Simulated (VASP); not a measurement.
# Co (Pm-3m) in VASP: a series of runs, part 2 of 2

VASP 6.6.1.

## (3) Single point, LDA, collinear spin, ferromagnetic start (11.93 Å³/atom)

This run uses another cell than the first one, of 11.93 Å³/atom.

INCAR reads:

```
SYSTEM = Co
ALGO = Normal ; EDIFF = 1E-6
ENCUT = 690 ; GGA_COMPAT = .False.
ISIF = 2 ; ISMEAR = -1
ISPIN = 2 ; LASPH = .True.
LCHARG = .True. ; LELF = .True.
LMAXMIX = 4 ; LORBIT = 11
LREAL = .False. ; LVHAR = .True.
LWAVE = .False. ; MAGMOM = 1.546
NBANDS = 18 ; NELM = 200
PREC = Accurate ; SIGMA = 0.05
```

KPOINTS reads:

```
k-points
0
Gamma
  16 16 16
  0 0 0
```

POSCAR reads:

```
Co
1.0
    2.2847528438      0.0000000000      0.0000000000
    0.0000000000      2.2847528438      0.0000000000
    0.0000000000      0.0000000000      2.2847528438
Co
1
Direct
    0.0000000000      0.0000000000      0.0000000000
```

Potentials or basis: VASP PAW LDA potentials, release 64 (Co_sv).

The run is started by

```sh
$ cat potpaw_LDA.64/Co_sv/POTCAR > POTCAR
$ mpirun -np 1 vasp_std > vasp.out
```

OUTCAR:

```text
SYSTEM = Co
   EDIFF = 1E-6
   ENCUT = 690
   ISIF = 2
   ISMEAR = -1
   ISPIN = 2
   LASPH = .True.
   LORBIT = 11
   LREAL = .False.
   NELM = 200
   PREC = Accurate

 ion  position               nearest neighbor table
   1  0.000  0.000  0.000-

  LATTYP: Found a simple cubic cell.
 ALAT       =     2.2847528438

  Lattice vectors:

 A1 = (   2.2847528438,   0.0000000000,   0.0000000000)
 A2 = (   0.0000000000,   2.2847528438,   0.0000000000)
 A3 = (   0.0000000000,   0.0000000000,   2.2847528438)

Analysis of symmetry for initial positions (statically):
=====================================================================
 Subroutine PRICEL returns:
 Original cell was already a primitive cell.

 Routine SETGRP: Setting up the symmetry group for a
 simple cubic supercell.

 Subroutine GETGRP returns: Found 48 space group operations
 (whereof 48 operations were pure point group operations)
 out of a pool of 48 trial point group operations.

The static configuration has the point symmetry O_h .

Analysis of symmetry for dynamics (positions and initial velocities):
=====================================================================
 Subroutine PRICEL returns:
 Original cell was already a primitive cell.

 Routine SETGRP: Setting up the symmetry group for a
 simple cubic supercell.

 Subroutine GETGRP returns: Found 48 space group operations
 (whereof 48 operations were pure point group operations)
 out of a pool of 48 trial point group operations.

The dynamic configuration has the point symmetry O_h .

Analysis of structural, dynamic, and magnetic symmetry:
=====================================================================
 Subroutine PRICEL returns:
 Original cell was already a primitive cell.

 Routine SETGRP: Setting up the symmetry group for a
 simple cubic supercell.

 Subroutine GETGRP returns: Found 48 space group operations
 (whereof 48 operations were pure point group operations)
 out of a pool of 48 trial point group operations.

The overall configuration has the point symmetry O_h .

 Subroutine INISYM returns: Found 48 space group operations
 (whereof 48 operations are pure point group operations),
 and found     1 'primitive' translations

----------------------------------------------------------------------------------------

                                     Primitive cell

  volume of cell :      11.9266

  direct lattice vectors                    reciprocal lattice vectors
     2.284752844  0.000000000  0.000000000     0.437684103  0.000000000  0.000000000
     0.000000000  2.284752844  0.000000000     0.000000000  0.437684103  0.000000000
     0.000000000  0.000000000  2.284752844     0.000000000  0.000000000  0.437684103

  length of vectors
     2.284752844  2.284752844  2.284752844     0.437684103  0.437684103  0.437684103

  position of ions in fractional coordinates (direct lattice)
     0.000000000  0.000000000  0.000000000

  ion indices of the primitive-cell ions
   primitive index   ion index
                 1           1

----------------------------------------------------------------------------------------

 KPOINTS: k-points

Automatic generation of k-mesh.
 Grid dimensions read from file:
 generate k-points for:   16   16   16

 Generating k-lattice:

  Cartesian coordinates                     Fractional coordinates (reciprocal lattice)
     0.027355256  0.000000000  0.000000000     0.062500000  0.000000000  0.000000000
     0.000000000  0.027355256  0.000000000     0.000000000  0.062500000  0.000000000
     0.000000000  0.000000000  0.027355256     0.000000000  0.000000000  0.062500000

  Length of vectors
     0.027355256  0.027355256  0.027355256

  Shift w.r.t. Gamma in fractional coordinates (k-lattice)
     0.000000000  0.000000000  0.000000000

 Subroutine IBZKPT returns following result:
 ===========================================

 Found    165 irreducible k-points:

 Following reciprocal coordinates:
            Coordinates               Weight
  0.000000  0.000000  0.000000      1.000000
  0.062500  0.000000  0.000000      6.000000
  0.125000  0.000000  0.000000      6.000000
  0.187500  0.000000  0.000000      6.000000
  0.250000  0.000000  0.000000      6.000000
  0.312500  0.000000  0.000000      6.000000
[... 16 lines left out ...]
  0.437500  0.125000  0.000000     24.000000
  0.500000  0.125000  0.000000     12.000000
 [... further k-points ...]
   k-points           NKPTS =    165   k-points in BZ     NKDIM =    165   number of bands    NBANDS=     18
   number of dos      NEDOS =    301   number of ions     NIONS =      1
   total plane-waves  NPLWV =   8000
   dimension x,y,z NGX =    20 NGY =   20 NGZ =   20
   dimension x,y,z NGXF=    40 NGYF=   40 NGZF=   40
   ions per type =               1
   NGX,Y,Z   is equivalent  to a cutoff of  14.55, 14.55, 14.55 a.u.
   NGXF,Y,Z  is equivalent  to a cutoff of  29.11, 29.11, 29.11 a.u.
 SYSTEM =  Co
   PREC   = accura    normal or accurate (medium, high low for compatibility)
   ISTART =      0    job   : 0-new  1-cont  2-samecut
   ICHARG =      2    charge: 1-file 2-atom 10-const
   ISPIN  =      2    spin polarized calculation?
   LNONCOLLINEAR =      F non collinear calculations
   LSORBIT =      F    spin-orbit coupling
   LASPH  =      T    aspherical Exc in radial PAW
   ENCUT  =  690.0 eV  50.71 Ry    7.12 a.u.   4.89  4.89  4.89*2*pi/ulx,y,z
   NELM   =    200;   NELMIN=  2; NELMDL= -5     # of ELM steps
   EDIFF  = 0.1E-05   stopping-criterion for ELM
   LREAL  =      F    real-space projection
[... 7 lines left out ...]
   TEBEG  =    0.0;   TEEND  =   0.0 temperature during run
   PSTRESS=    0.0 pullay stress
   NELECT =      17.0000    total number of electrons
   NUPDOWN=      -1.0000    fix difference up-down
   EMIN   =  10.00;   EMAX   =-10.00  energy-range for DOS
   EFERMI =   0.00;   METHOD = LEGACY
   ISMEAR =    -1;   SIGMA  =   0.05  broadening in eV -4-tet -1-fermi 0-gaus
   EFERMI_NEDOS =   21; number of points for ismear=-14 and -15
   IALGO  =     38    algorithm
   IMIX   =      4    mixing-type and parameters
     AMIX     =   0.40;   BMIX     =  1.00
     AMIX_MAG =   1.60;   BMIX_MAG =  1.00
  volume/ion in A,a.u.               =      11.93        80.48
  Fermi-wavevector in a.u.,A,eV,Ry     =   1.842406  3.481642 46.184410  3.394458
  Thomas-Fermi vector in A             =   2.894320
   LORBIT       =     11    0 simple, 1 ext, 2 COOP (PROOUT), +10 PAW based schemes
   GGA     = CA    functional components
   LHFCALC =     F    Hartree Fock is set to
   AEXX    =    0.0000 exact exchange contribution
   IVDW    =     0    specifies the selected vdW correction
   LEPSILON=     F    determine dielectric tensor
   LRPA    =     F    only Hartree local field effects (RPA)
 spin polarized calculation
  energy-cutoff  :      690.00
  volume of cell :       11.93
 maximum number of plane-waves:       504
 NGX is ok and might be reduce to    20
   NGX =  9   NGY =  9   NGZ =  9

 number of electron      17.0000033 magnetization       1.5795222

 Free energy of the ion-electron system (eV)
  ---------------------------------------------------
  ext. energy  EPLUGINS =         0.00000000
  ---------------------------------------------------
  free energy    TOTEN  =        -7.29465455 eV

  energy without entropy =       -7.28159013  energy(sigma->0) =       -7.28812234

 E-fermi :  10.3098     XC(G=0): -13.6112

 val. band max:       10.3082197661   @ k =   0.3750   0.3125   0.3125
 cond. band min:      10.3104642534   @ k =   0.5000   0.3750   0.0000
 fundamental gap:      0.0022444873
 Fermi energy:        10.3098061174

 spin component 1

 k-point     1 :       0.0000    0.0000    0.0000
  band No.  band energies     occupation
      1     -84.6380      1.00000
      2     -48.2301      1.00000
      3     -48.2301      1.00000
      4     -48.2301      1.00000
      5       1.7644      1.00000
      6       5.9306      1.00000
[... 493 lines left out ...]
     17      42.6095      0.00000
     18      44.6507      0.00000

 [... further k-points ...]

 spin component 2

 k-point     1 :       0.0000    0.0000    0.0000
  band No.  band energies     occupation
      1     -82.8835      1.00000
      2     -46.5206      1.00000
      3     -46.5206      1.00000
      4     -46.5206      1.00000
      5       2.0117      1.00000
      6       7.0463      1.00000
[... 493 lines left out ...]
     17      43.1213      0.00000
     18      44.9308      0.00000

 [... further k-points ...]
[... 5 lines left out ...]
  --------------------------------------------------------------------------------------
  -------------------------------------------------------------------------------------
  Total       -0.5789775     -0.5789775     -0.5789775      0.0000000      0.0000000      0.0000000
  in kB      -77.7776089    -77.7776089    -77.7776089      0.0000000      0.0000000      0.0000000
  external PRESSURE =     -77.7776089 kB  Pullay stress =       0.0000000 kB

 VOLUME and BASIS-vectors are now :
 -----------------------------------------------------------------------------
  energy-cutoff  :      690.00
  volume of cell :       11.93
      direct lattice vectors                 reciprocal lattice vectors
     2.284752844  0.000000000  0.000000000     0.437684103  0.000000000  0.000000000
     0.000000000  2.284752844  0.000000000     0.000000000  0.437684103  0.000000000
     0.000000000  0.000000000  2.284752844     0.000000000  0.000000000  0.437684103

 POSITION                                       TOTAL-FORCE (eV/Angst)
 -----------------------------------------------------------------------------------
      0.00000      0.00000      0.00000         0.000000      0.000000      0.000000
 -----------------------------------------------------------------------------------
    total drift:                                0.000000      0.000000      0.000000

  FREE ENERGIE OF THE ION-ELECTRON SYSTEM (eV)
  ---------------------------------------------------
  free  energy   TOTEN  =        -7.2946545522 eV

  energy  without entropy=       -7.2815901272  energy(sigma->0) =       -7.28812234

 total charge

# of ion       s       p       d       tot
------------------------------------------
    1        2.267   6.095   6.770  15.131

 magnetization (x)

# of ion       s       p       d       tot
------------------------------------------
    1        0.005   0.003   1.549   1.558
```

OSZICAR:

```text
N       E                     dE             d eps       ncg     rms          rms(c)
DAV:   1     0.187500518480E+03    0.18750E+03   -0.99468E+03 14268   0.333E+03
DAV:   2    -0.111539744485E+01   -0.18862E+03   -0.17640E+03 17184   0.674E+02
DAV:   3    -0.814683021585E+01   -0.70314E+01   -0.68841E+01 16606   0.129E+02
DAV:   4    -0.823009410427E+01   -0.83264E-01   -0.83221E-01 16162   0.109E+01
DAV:   5    -0.823224279783E+01   -0.21487E-02   -0.21486E-02 15388   0.158E+00    0.104E+01
DAV:   6    -0.765169263864E+01    0.58055E+00   -0.32554E+00 13324   0.732E+01    0.922E+00
DAV:   7    -0.730357155204E+01    0.34812E+00   -0.71658E-01 13624   0.329E+01    0.284E+00
DAV:   8    -0.729850693444E+01    0.50646E-02   -0.11442E-02 15326   0.222E+00    0.125E+00
DAV:   9    -0.729475000995E+01    0.37569E-02   -0.17033E-03 17360   0.132E+00    0.319E-01
DAV:  10    -0.729462061075E+01    0.12940E-03   -0.33294E-04 16356   0.540E-01    0.876E-02
DAV:  11    -0.729465254888E+01   -0.31938E-04   -0.28595E-05 16724   0.121E-01    0.240E-02
DAV:  12    -0.729465411779E+01   -0.15689E-05   -0.18800E-06 12226   0.269E-02    0.126E-02
DAV:  13    -0.729465455219E+01   -0.43441E-06   -0.41167E-07  8264   0.172E-02
   1 F= -.72946546E+01 E0= -.72881223E+01  d E =-.130644E-01  mag=     1.5797
```

Wall time 34 s (1 thread of Intel Xeon 6975P-C (Granite Rapids), shared host); peak memory 0.18 GiB.

Results:

```
Free energy                                           : -7.2947 eV
Pressure                                              : -7.8 GPa
Net moment                                            : 1.58 μB per cell
Site moments                                          : Co +1.56 μB
Valence electrons inside the program's atomic spheres : Co 15.13
```

Levels at points of the mesh, in eV from the Fermi level:
Spin up:
| k point | band 5 | band 6 | band 7 | band 8 | band 9 | band 10 | band 11 | band 12 | band 13 | band 14 |
| --- | --- | --- | --- | --- | --- | --- | --- | --- | --- | --- |
| (0.00, 0.00, 0.00) | -8.55 | -4.38 | -4.38 | -0.59 | -0.59 | -0.59 | 19.73 | 19.73 | 19.73 | 23.73 |
| (0.50, 0.00, 0.00) | -4.50 | -3.86 | -1.86 | -1.86 | -1.43 | -0.47 | 4.13 | 24.03 | 26.92 | 27.46 |
| (0.50, 0.50, 0.00) | -5.19 | -3.39 | -1.60 | -1.60 | 0.49 | 5.16 | 5.16 | 11.54 | 12.42 | 31.07 |
| (0.50, 0.50, 0.50) | -4.12 | -4.12 | -4.12 | 0.56 | 0.56 | 12.24 | 12.24 | 12.24 | 13.37 | 17.40 |
Spin down:
| k point | band 5 | band 6 | band 7 | band 8 | band 9 | band 10 | band 11 | band 12 |
| --- | --- | --- | --- | --- | --- | --- | --- | --- |
| (0.00, 0.00, 0.00) | -8.30 | -3.26 | -3.26 | 1.16 | 1.16 | 1.16 | 20.07 | 20.07 |
| (0.50, 0.00, 0.00) | -3.75 | -2.69 | -1.24 | -0.25 | -0.25 | 1.28 | 5.15 | 24.12 |
| (0.50, 0.50, 0.00) | -4.09 | -2.27 | 0.04 | 0.04 | 1.94 | 5.45 | 5.45 | 12.27 |
| (0.50, 0.50, 0.50) | -2.82 | -2.82 | -2.82 | 2.01 | 2.01 | 12.66 | 12.66 | 12.66 |

Caveat: the cell stands under tension.

## (4) Single point, LDA, collinear spin, ferromagnetic start (11.47 Å³/atom)

This run uses another cell than the first one, of 11.47 Å³/atom.

INCAR reads:

```
  PREC = Accurate
  ENCUT = 690
  EDIFF = 1E-6
  ISMEAR = -1
  SIGMA = 0.05
  LREAL = False
  LASPH = True
  NELM = 200
  ALGO = Normal
  ISIF = 2
  LWAVE = False
  LCHARG = False
  ISPIN = 2
  MAGMOM = 1.546
  LORBIT = 11
  LMAXMIX = 4
  GGA = CA
  NBANDS = 18
  GGA_COMPAT = False
```

KPOINTS reads:

```
regular mesh
0
Gamma
  16 16 16
```

POSCAR reads:

```
Co
1.0
    2.2550773701      0.0000000000      0.0000000000
    0.0000000000      2.2550773701      0.0000000000
    0.0000000000      0.0000000000      2.2550773701
Co
1
Direct
    0.0000000000      0.0000000000      0.0000000000
```

The run is started by

```sh
$ cat potpaw_LDA.64/Co_sv/POTCAR > POTCAR
$ mpirun -np 1 vasp_std > vasp.out
```

Wall time 56 s (1 thread of Intel Xeon Platinum 8259CL at 2.50GHz (Skylake/Cascade Lake), shared host); peak memory 0.18 GiB.

The run converged. Its results:

```yaml
Free_energy: -7.3048 eV
Pressure: -1.0 GPa
Net_moment: 1.51 μB per cell
Site_moments: Co +1.50 μB
Valence_electrons_inside_the_program's_atomic_spheres: Co 15.16
```

Levels at points of the mesh, in eV from the Fermi level:
Spin up:
```csv
k point,band 7,band 8,band 9,band 10,band 11,band 12
"(0.00, 0.00, 0.00)",-4.53,-0.49,-0.49,-0.49,20.24,20.24
"(0.50, 0.00, 0.00)",-1.84,-1.84,-1.51,-0.37,4.43,24.39
"(0.50, 0.50, 0.00)",-1.57,-1.57,0.63,5.32,5.32,11.84
"(0.50, 0.50, 0.50)",-4.26,0.71,0.71,12.69,12.69,12.69
```
Spin down:
| k point | band 4 | band 5 | band 6 | band 7 | band 8 | band 9 | band 10 | band 11 | band 12 | band 13 |
| --- | --- | --- | --- | --- | --- | --- | --- | --- | --- | --- |
| (0.00, 0.00, 0.00) | -56.87 | -8.52 | -3.46 | -3.46 | 1.19 | 1.19 | 1.19 | 20.57 | 20.57 | 20.57 |
| (0.50, 0.00, 0.00) | -56.82 | -3.88 | -2.86 | -1.32 | -0.30 | -0.30 | 1.33 | 5.40 | 24.49 | 27.71 |
| (0.50, 0.50, 0.00) | -56.78 | -4.35 | -2.39 | 0.02 | 0.02 | 2.02 | 5.61 | 5.61 | 12.55 | 13.77 |
| (0.50, 0.50, 0.50) | -57.25 | -3.01 | -3.01 | -3.01 | 2.10 | 2.10 | 13.10 | 13.10 | 13.10 | 13.47 |

## (5) Overview

```csv
cell,gap on the mesh (eV),pressure (GPa),moment (μB)
"a = 2.314 Å, 1 atom",none,-13.1,1.65
"a = 2.285 Å, 1 atom",none,-7.8,1.58
"a = 2.255 Å, 1 atom",none,-1.0,1.51
```

Alike in all rows: task single point; level LDA; potentials or basis VASP PAW LDA potentials, release 64 (Co_sv); spin collinear, ferromagnetic start; k mesh 16 × 16 × 16; cutoff (eV) 690; smearing fermi-dirac 0.05 eV.

Caveats: the cell stands under tension (at least some runs).

Total energies depend on the potentials used, so only differences within one code and one set of settings carry meaning.
